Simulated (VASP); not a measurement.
A run of VASP 6.6.1:

File POSCAR:

```
HfC
1.0
    0.0000000000      2.3250000000      2.3250000000
    2.3250000000      0.0000000000      2.3250000000
    2.3250000000      2.3250000000      0.0000000000
Hf C
1 1
Direct
    0.0074496809      0.0074496809      0.0074496809
    0.5000000000      0.5000000000      0.5000000000
```

INCAR.step1

```
SYSTEM = HfC
ALGO = Normal
EDIFF = 1E-5
ENCUT = 520
GGA = PE
ISIF = 2
ISMEAR = -1
LASPH = .TRUE.
LCHARG = .FALSE.
LREAL = .FALSE.
LWAVE = .TRUE.
NBANDS = 14
NELM = 80
PREC = Accurate
SIGMA = 0.1
```

Contents of INCAR.step2:

```
SYSTEM = HfC
ALGO = Normal
EDIFF = 1E-7
ENCUT = 520
GGA = PE
HFSCREEN = 0.2079
ISIF = 2
ISMEAR = -1
ISTART = 1
LASPH = .TRUE.
LCHARG = .FALSE.
LHFCALC = .TRUE.
LREAL = .FALSE.
LWAVE = .FALSE.
NBANDS = 14
NELM = 80
PREC = Accurate
PRECFOCK = Normal
SIGMA = 0.1
```

The input KPOINTS:

```
k-points
0
G
  4 4 4
  0 0 0
```

Potentials or basis: VASP PAW PBE potentials, release 64 (Hf_pv, C).

Command:

```console
$ cat potpaw_PBE.64/Hf_pv/POTCAR potpaw_PBE.64/C/POTCAR > POTCAR
$ cp INCAR.step1 INCAR
$ mpirun -np 1 vasp_std > vasp.out
$ cp INCAR.step2 INCAR
$ mpirun -np 1 vasp_std > vasp.out
```

Hardware: 1 thread of Intel(R) Xeon(R) 6975P-C (Granite Rapids), on a shared host.

Q: How long does it take, and how much memory?

A: Run time: 3.4 min on 1 thread of Intel(R) Xeon(R) 6975P-C (Granite Rapids), with other jobs on the host, peak memory 0.25 GiB. Counts: k points 13.
